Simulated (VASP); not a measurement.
C:

```
C
1.0
     2.25204    0.00000    0.00000
     0.00000    2.25204    0.00000
     0.00000    0.00000    2.25204
C
1
Direct
  0.00000 0.00000 0.00000
```

* Program: VASP 6.6.1
* Task: relaxation of cell and atoms
* Functional: PBEsol
* Potentials or basis: VASP PAW PBE potentials, release 64 (C)
* Cutoff: 600 eV
* k mesh: 8 × 8 × 8
* Occupations: gaussian, width 0.1 eV
* Spin: no spin polarisation

At the start: pressure -48.6 GPa; volume 11.42 Å³/atom.

**Question.** Where does the relaxation end?

**Answer.** Over 6 steps the energy falls by 1810.5 meV/atom and the volume is 5.30 Å³/atom (-53.6 %); space group Pm-3m (No. 221, to 0.1 Å) before and after.

Step by step:
```csv
step,energy change (eV),largest force (eV/Å),pressure (GPa),volume (Å³)
1,0.0000,0.0000,-48.58,11.42
2,-1.5674,0.0000,-43.70,6.60
3,-1.8081,0.0000,-7.43,5.40
4,-1.8092,0.0000,5.90,5.22
5,-1.8090,0.0000,-5.98,5.38
6,-1.8105,0.0000,0.02,5.30
```

Final structure:
```xyz
1
Lattice="1.7434 0.0000 0.0000 0.0000 1.7434 0.0000 0.0000 0.0000 1.7434" Properties=species:S:1:pos:R:3 pbc="T T T"
C     0.0000    0.0000    0.0000
```

Caveat: the volume moved by over 15 % at a fixed basis, so the end points are rough; the PAW data sets were made with another functional, which shifts forces and pressure a little.
